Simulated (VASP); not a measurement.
A run of VASP 6.6.1 is set up as follows.

File INCAR:

```
SYSTEM = Ir
PREC     = Accurate       ! precision mode
ENCUT    = 520            ! plane-wave cutoff, eV
EDIFF    = 1E-7           ! SCF threshold, eV
ISMEAR   = 0              ! smearing method
SIGMA    = 0.1            ! smearing width, eV
LREAL    = .False.        ! projectors in reciprocal space
LASPH    = .True.         ! aspherical terms in the spheres
NELM     = 100            ! most SCF steps
ALGO     = Fast           ! electronic algorithm
ISIF     = 2              ! what is computed and relaxed
LWAVE    = .False.        ! write WAVECAR
LCHARG   = .False.        ! write CHGCAR
GGA      = PS             ! functional
NBANDS   = 10             ! bands
```

The input KPOINTS:

```
regular mesh
0
Gamma
  18 18 18
  0 0 0
```

POSCAR

```
Ir
1.0
    0.0000000000      1.9150713599      1.9150713599
    1.9150713599      0.0000000000      1.9150713599
    1.9150713599      1.9150713599      0.0000000000
Ir
1
Direct
    0.0000000000      0.0000000000      0.0000000000
```

Potentials or basis: VASP PAW PBE potentials, release 64 (Ir).

The run is started by

```console
$ cat potpaw_PBE.64/Ir/POTCAR > POTCAR
$ mpirun -np 1 vasp_std > vasp.out
```

What does it give for the pressure?

1.0 GPa.

Caveat: the PAW data sets were made with another functional, which shifts forces and pressure a little.
